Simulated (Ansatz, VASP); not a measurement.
## Two plane-wave programs on Sn3P4

```xyz
7
Lattice="2.6053 -5.4854 0.0000 2.6053 5.4854 0.0000 0.0000 0.0000 6.7111" Properties=species:S:1:pos:R:3 pbc="T T T"
Sn    2.6053    3.4122    0.0000
Sn    2.6053   -3.4122    0.0000
Sn    2.6053    0.0000    3.3556
P     2.6053    3.8261    3.3556
P     2.6053   -3.8261    3.3556
P     0.0000    0.0000    1.8387
P     0.0000    0.0000    4.8724
```

Alike in both runs: functional PBE; k mesh 8 × 8 × 6; occupations gaussian, width 0.1 eV; no spin polarisation.

Ansatz relaxed the structure, and its values are those at the end. VASP's run is a single point on that final structure, the one shown.

```csv
,VASP,Ansatz
version,VASP 6.6.1,Ansatz 0.2.0
potentials or method,"VASP PAW PBE potentials, release 64 (Sn_d, P), cutoff 520 eV","scalar-relativistic, plane waves, PAW"
valence electrons in the cell,62,62
```

```tsv
	VASP	Ansatz	Ansatz less VASP
gap on the k mesh at the Fermi level (eV)	none	none	-
pressure (GPa)	-0.1	0.0	+0.11
rms of the force components (eV/Å)	0.021	0.000	-0.0208
```

A gap of «none» marks a metal or a gap that the smearing closes. The functional is the same, so the differences come from potentials, cutoffs and numerics.
